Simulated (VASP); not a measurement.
Set up this calculation in VASP 6.6.1, as the native input.

- Task: single point
- Functional: LDA
- Potentials or basis: VASP PAW LDA potentials, release 64 (Al)
- Cutoff: 520 eV
- k mesh: 15 × 15 × 8
- Occupations: fermi-dirac, width 0.08 eV
- Spin: no spin polarisation
- Dipole correction: no
- Further INCAR settings: ALGO = Normal; EDIFF = 1e-07; NBANDS = 10

The structure of Al lies in POSCAR:

```
Al
1.0
    2.3845229601      0.0000000000      0.0000000000
   -1.1922614801      2.0650574593      0.0000000000
    0.0000000000      0.0000000000      3.8869076372
Al
2
Direct
    0.3333333333      0.6666666667      0.2500000000
    0.6666666667      0.3333333333      0.7500000000
```

The input as run:

INCAR

```
PREC = Accurate ; ENCUT = 520
EDIFF = 1E-7 ; ISMEAR = -1
SIGMA = 0.08 ; LREAL = False
LASPH = True ; NELM = 60
ALGO = Normal ; ISIF = 2
LWAVE = False ; LCHARG = False
NBANDS = 10
```

KPOINTS

```
regular mesh
0
Gamma
  15 15 8
```

Potentials or basis: VASP PAW LDA potentials, release 64 (Al).

Command:

```bash
$ cat potpaw_LDA.64/Al/POTCAR > POTCAR
$ mpirun -np 1 vasp_std > vasp.out
```

Results of the run:

| Quantity | Value |
| --- | --- |
| Pressure | 122.3 GPa |
| Band gap on the k mesh | zero (band 3 reaches 20.17 eV, above the bottom of band 4 at 10.89 eV) |

It took 9.5 s on 1 thread of Intel(R) Xeon(R) 6975P-C (Granite Rapids), with other jobs on the host, peak memory 0.12 GiB.
